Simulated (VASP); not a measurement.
# Fe (Im-3m) in VASP: relaxation of cell and atoms with LDA

Aim: the relaxation of cell and atoms of Fe with LDA.

All numbers are computed with VASP 6.6.1; they aren't measurements. Logs are shortened: lines on timing, memory, paths and dates and some standing lists are left out, and cuts for length are marked.

### 1 The cell of the first run

The structure is cubic, space group Im-3m (No. 229). The conventional cell has a = 2.532 Å, b = 2.532 Å, c = 2.532 Å, α = 90.00°, β = 90.00°, γ = 90.00°. Within 2.9 Å of Fe (site symmetry m-3m) lie 14 Fe at 2.19 to 2.53 Å.

### 2 Relaxation of cell and atoms, LDA, collinear spin, ferromagnetic start, target pressure 110 GPa, at which the enthalpy is minimised

File INCAR:

```
ALGO = Normal
EDIFF = 1E-6
EDIFFG = -0.005
ENCUT = 600
IBRION = 2
ISIF = 3
ISMEAR = -1
ISPIN = 2
LASPH = True
LCHARG = False
LMAXMIX = 4
LORBIT = 11
LREAL = False
LWAVE = False
MAGMOM = 2.5
NELM = 150
NSW = 60
PREC = Accurate
PSTRESS = 1100.0
SIGMA = 0.05
```

File KPOINTS:

```
k-points
0
Gamma
  21 21 21
```

File POSCAR:

```
Fe
1.0
   -1.2658219825      1.2658219825      1.2658219825
    1.2658219825     -1.2658219825      1.2658219825
    1.2658219825      1.2658219825     -1.2658219825
Fe
1
Direct
    0.0000000000      0.0000000000      0.0000000000
```

Potentials or basis: VASP PAW LDA potentials, release 64 (Fe).

Command:

```console
$ cat potpaw_LDA.64/Fe/POTCAR > POTCAR
$ mpirun -np 1 vasp_std > vasp.out
```

OUTCAR:

```text
EDIFF = 1E-6
   EDIFFG = -0.005
   ENCUT = 600
   IBRION = 2
   ISIF = 3
   ISMEAR = -1
   ISPIN = 2
   LASPH = True
   LORBIT = 11
   LREAL = False
   NELM = 150
   NSW = 60
   PREC = Accurate
   PSTRESS = 1100.0

 ion  position               nearest neighbor table
   1  0.000  0.000  0.000-

  LATTYP: Found a body centered cubic cell.
 ALAT       =     2.5316439650

  Lattice vectors:

 A1 = (  -1.2658219825,   1.2658219825,   1.2658219825)
 A2 = (   1.2658219825,  -1.2658219825,   1.2658219825)
 A3 = (   1.2658219825,   1.2658219825,  -1.2658219825)

Analysis of symmetry for initial positions (statically):
=====================================================================
 Subroutine PRICEL returns:
 Original cell was already a primitive cell.

 Routine SETGRP: Setting up the symmetry group for a
 body centered cubic supercell.

 Subroutine GETGRP returns: Found 48 space group operations
 (whereof 48 operations were pure point group operations)
 out of a pool of 48 trial point group operations.

The static configuration has the point symmetry O_h .

Analysis of symmetry for dynamics (positions and initial velocities):
=====================================================================
 Subroutine PRICEL returns:
 Original cell was already a primitive cell.

 Routine SETGRP: Setting up the symmetry group for a
 body centered cubic supercell.

 Subroutine GETGRP returns: Found 48 space group operations
 (whereof 48 operations were pure point group operations)
 out of a pool of 48 trial point group operations.

The dynamic configuration has the point symmetry O_h .

Analysis of structural, dynamic, and magnetic symmetry:
=====================================================================
 Subroutine PRICEL returns:
 Original cell was already a primitive cell.

 Routine SETGRP: Setting up the symmetry group for a
 body centered cubic supercell.

 Subroutine GETGRP returns: Found 48 space group operations
 (whereof 48 operations were pure point group operations)
 out of a pool of 48 trial point group operations.

The overall configuration has the point symmetry O_h .

 Subroutine INISYM returns: Found 48 space group operations
 (whereof 48 operations are pure point group operations),
 and found     1 'primitive' translations

----------------------------------------------------------------------------------------

                                     Primitive cell

  volume of cell :       8.1129

  direct lattice vectors                    reciprocal lattice vectors
    -1.265821983  1.265821983  1.265821983     0.000000000  0.395000250  0.395000250
     1.265821983 -1.265821983  1.265821983     0.395000250  0.000000000  0.395000250
     1.265821983  1.265821983 -1.265821983     0.395000250  0.395000250  0.000000000

  length of vectors
     2.192467987  2.192467987  2.192467987     0.558614711  0.558614711  0.558614711

  position of ions in fractional coordinates (direct lattice)
     0.000000000  0.000000000  0.000000000

  ion indices of the primitive-cell ions
   primitive index   ion index
                 1           1

----------------------------------------------------------------------------------------

 KPOINTS: k-points

Automatic generation of k-mesh.
 Grid dimensions read from file:
 generate k-points for:   21   21   21

 Generating k-lattice:

  Cartesian coordinates                     Fractional coordinates (reciprocal lattice)
     0.000000000  0.018809536  0.018809536     0.047619048  0.000000000  0.000000000
     0.018809536  0.000000000  0.018809536     0.000000000  0.047619048  0.000000000
     0.018809536  0.018809536  0.000000000     0.000000000  0.000000000  0.047619048

  Length of vectors
     0.026600701  0.026600701  0.026600701

  Shift w.r.t. Gamma in fractional coordinates (k-lattice)
     0.000000000  0.000000000  0.000000000

 Subroutine IBZKPT returns following result:
 ===========================================

 Found    286 irreducible k-points:

 Following reciprocal coordinates:
            Coordinates               Weight
  0.000000  0.000000  0.000000      1.000000
  0.047619  0.000000  0.000000     12.000000
  0.095238  0.000000  0.000000     12.000000
  0.142857  0.000000  0.000000     12.000000
  0.190476  0.000000  0.000000     12.000000
  0.238095  0.000000  0.000000     12.000000
[... 16 lines left out ...]
  0.142857  0.095238 -0.000000     48.000000
  0.190476  0.095238  0.000000     48.000000
 [... further k-points ...]
   k-points           NKPTS =    286   k-points in BZ     NKDIM =    286   number of bands    NBANDS=      9
   number of dos      NEDOS =    301   number of ions     NIONS =      1
   total plane-waves  NPLWV =   5832
   dimension x,y,z NGX =    18 NGY =   18 NGZ =   18
   dimension x,y,z NGXF=    36 NGYF=   36 NGZF=   36
   ions per type =               1
   NGX,Y,Z   is equivalent  to a cutoff of  13.65, 13.65, 13.65 a.u.
   NGXF,Y,Z  is equivalent  to a cutoff of  27.30, 27.30, 27.30 a.u.
 SYSTEM =  unknown system
   PREC   = accura    normal or accurate (medium, high low for compatibility)
   ISTART =      0    job   : 0-new  1-cont  2-samecut
   ICHARG =      2    charge: 1-file 2-atom 10-const
   ISPIN  =      2    spin polarized calculation?
   LNONCOLLINEAR =      F non collinear calculations
   LSORBIT =      F    spin-orbit coupling
   LASPH  =      T    aspherical Exc in radial PAW
   ENCUT  =  600.0 eV  44.10 Ry    6.64 a.u.   4.38  4.38  4.38*2*pi/ulx,y,z
   NELM   =    150;   NELMIN=  2; NELMDL= -5     # of ELM steps
   EDIFF  = 0.1E-05   stopping-criterion for ELM
   LREAL  =      F    real-space projection
   EDIFFG = -.5E-02   stopping-criterion for IOM
   NSW    =     60    number of steps for IOM
   IBRION =      2    ionic relax: 0-MD 1-quasi-New 2-CG
   NFREE  =      1    steps in history (QN), initial steepest desc. (CG)
   ISIF   =      3    stress and relaxation
   ISYM   =      2    0-nonsym 1-usesym 2-fastsym
   POTIM  = 0.5000    time-step for ionic-motion
   TEBEG  =    0.0;   TEEND  =   0.0 temperature during run
   PSTRESS= 1100.0 pullay stress
   NELECT =       8.0000    total number of electrons
   NUPDOWN=      -1.0000    fix difference up-down
   EMIN   =  10.00;   EMAX   =-10.00  energy-range for DOS
   EFERMI =   0.00;   METHOD = LEGACY
   ISMEAR =    -1;   SIGMA  =   0.05  broadening in eV -4-tet -1-fermi 0-gaus
   EFERMI_NEDOS =   21; number of points for ismear=-14 and -15
   IALGO  =     38    algorithm
   IMIX   =      4    mixing-type and parameters
     AMIX     =   0.40;   BMIX     =  1.00
     AMIX_MAG =   1.60;   BMIX_MAG =  1.00
  volume/ion in A,a.u.               =       8.11        54.75
  Fermi-wavevector in a.u.,A,eV,Ry     =   1.629467  3.079246 36.125675  2.655162
  Thomas-Fermi vector in A             =   2.721928
   LORBIT       =     11    0 simple, 1 ext, 2 COOP (PROOUT), +10 PAW based schemes
   GGA     = CA    functional components
   LHFCALC =     F    Hartree Fock is set to
   AEXX    =    0.0000 exact exchange contribution
   IVDW    =     0    specifies the selected vdW correction
   LEPSILON=     F    determine dielectric tensor
   LRPA    =     F    only Hartree local field effects (RPA)
 conjugate gradient relaxation of ions
 spin polarized calculation
  energy-cutoff  :      600.00
  volume of cell :        8.11
 maximum number of plane-waves:       281
 NGX is ok and might be reduce to    18
   NGX =  9   NGY =  9   NGZ =  9

--------------------------------------- Ionic step        1  -------------------------------------------

 number of electron       8.0000005 magnetization       1.3263659

 Free energy of the ion-electron system (eV)
  ---------------------------------------------------
  ext. energy  EPLUGINS =         0.00000000
  ---------------------------------------------------
  free energy    TOTEN  =        -8.62591684 eV

  energy without entropy =       -8.61483499  energy(sigma->0) =       -8.62037592

 E-fermi :   9.9694     XC(G=0): -15.4188

 val. band max:        9.9678500435   @ k =   0.3333   0.1905   0.0000
 cond. band min:       9.9712469819   @ k =  -0.4762   0.4762   0.2857
 fundamental gap:      0.0033969384
 Fermi energy:         9.9693560727

 spin component 1

 k-point     1 :       0.0000    0.0000    0.0000
  band No.  band energies     occupation
      1      -0.5785      1.00000
      2       6.9098      1.00000
      3       6.9098      1.00000
      4       6.9098      1.00000
      5       9.1906      1.00000
      6       9.1906      1.00000
      7      38.1116      0.00000
      8      38.1116      0.00000
      9      38.1116      0.00000

 k-point     2 :       0.0476    0.0000    0.0000
  band No.  band energies     occupation
      1      -0.4536      1.00000
      2       6.8636      1.00000
      3       6.9050      1.00000
      4       6.9941      1.00000
      5       9.1398      1.00000
      6       9.1942      1.00000
      7      37.6295      0.00000
      8      38.0300      0.00000
      9      38.1466      0.00000
[... 695 lines left out ...]
  FREE ENERGIE OF THE ION-ELECTRON SYSTEM (eV)
  ---------------------------------------------------
  free  energy   TOTEN  =        -8.6052729531 eV

  energy  without entropy=       -8.5941686098  energy(sigma->0) =       -8.59972078

  enthalpy is  TOTEN    =        -3.0561496874 eV   P V=        5.5491232657

--------------------------------------- Ionic step        5  -------------------------------------------

 number of electron       8.0000005 magnetization       1.3140041

 Free energy of the ion-electron system (eV)
  ---------------------------------------------------
  ext. energy  EPLUGINS =         0.00000000
  ---------------------------------------------------
  free energy    TOTEN  =        -8.60467371 eV

  energy without entropy =       -8.59356871  energy(sigma->0) =       -8.59912121

 E-fermi :  10.0267     XC(G=0): -15.4430

 val. band max:       10.0257703035   @ k =  -0.3333   0.3333   0.0952
 cond. band min:      10.0291949923   @ k =   0.2857   0.0476   0.0000
 fundamental gap:      0.0034246889
 Fermi energy:        10.0266722667

 spin component 1

 k-point     1 :       0.0000    0.0000    0.0000
  band No.  band energies     occupation
      1      -0.5427      1.00000
      2       6.9568      1.00000
      3       6.9568      1.00000
      4       6.9568      1.00000
      5       9.2515      1.00000
      6       9.2515      1.00000
      7      38.2079      0.00000
      8      38.2079      0.00000
      9      38.2079      0.00000

 k-point     2 :       0.0476    0.0000    0.0000
  band No.  band energies     occupation
      1      -0.4175      1.00000
      2       6.9103      1.00000
      3       6.9520      1.00000
      4       7.0416      1.00000
      5       9.2003      1.00000
      6       9.2551      1.00000
      7      37.7279      0.00000
      8      38.1269      0.00000
      9      38.2441      0.00000
[... 578 lines left out ...]
 POSITION                                       TOTAL-FORCE (eV/Angst)
 -----------------------------------------------------------------------------------
      0.00000      0.00000      0.00000         0.000000     -0.000000     -0.000000
 -----------------------------------------------------------------------------------
    total drift:                                0.000000      0.000000      0.000000

  FREE ENERGIE OF THE ION-ELECTRON SYSTEM (eV)
  ---------------------------------------------------
  free  energy   TOTEN  =        -8.6046737098 eV

  energy  without entropy=       -8.5935687126  energy(sigma->0) =       -8.59912121

  enthalpy is  TOTEN    =        -3.0561508457 eV   P V=        5.5485228641

 reached required accuracy - stopping structural energy minimisation

 total charge

# of ion       s       p       d       tot
------------------------------------------
    1        0.663   0.896   6.685   8.244

 magnetization (x)

# of ion       s       p       d       tot
------------------------------------------
    1       -0.008  -0.027   1.306   1.272
```

Run time: 78 s. Hardware: 1 thread of Intel Xeon Platinum 8488C (Sapphire Rapids), shared host; peak memory 0.17 GiB.

Results:

| Item | Value |
| --- | --- |
| Free energy | -8.6047 eV |
| Relaxed volume | 8.08 Å³/atom |
| Relaxed cell | a = 2.190 Å, b = 2.190 Å, c = 2.190 Å, α = 109.47°, β = 109.47°, γ = 109.47° |
| Space group after relaxing (to 0.1 Å) | Im-3m (No. 229) |
| Energy change on relaxing (the run minimises the enthalpy) | +21.2 meV/atom |
| Ionic steps | 5 |
| Pressure after relaxing | 109.9 GPa |
| Net moment | 1.31 μB per cell |
| Site moments | Fe +1.27 μB |

The path:
```tsv
step	energy change (eV)	largest force (eV/Å)	pressure (GPa)	volume (Å³)
1	0.0000	0.0000	107.15	8.11
2	0.1204	0.0000	121.70	7.94
3	0.0217	0.0000	110.14	8.08
4	0.0206	0.0000	109.73	8.08
5	0.0212	0.0000	109.94	8.08
```

Final structure:
```yaml
crystal:
  lattice:
    - [-1.26419, 1.26419, 1.26419]
    - [1.26419, -1.26419, 1.26419]
    - [1.26419, 1.26419, -1.26419]
  atoms:
    - { symbol: Fe, position: [0.00000, 0.00000, 0.00000] }
```

Caveat: the cell is relaxed towards a set pressure, so the run minimises the enthalpy, not the energy.
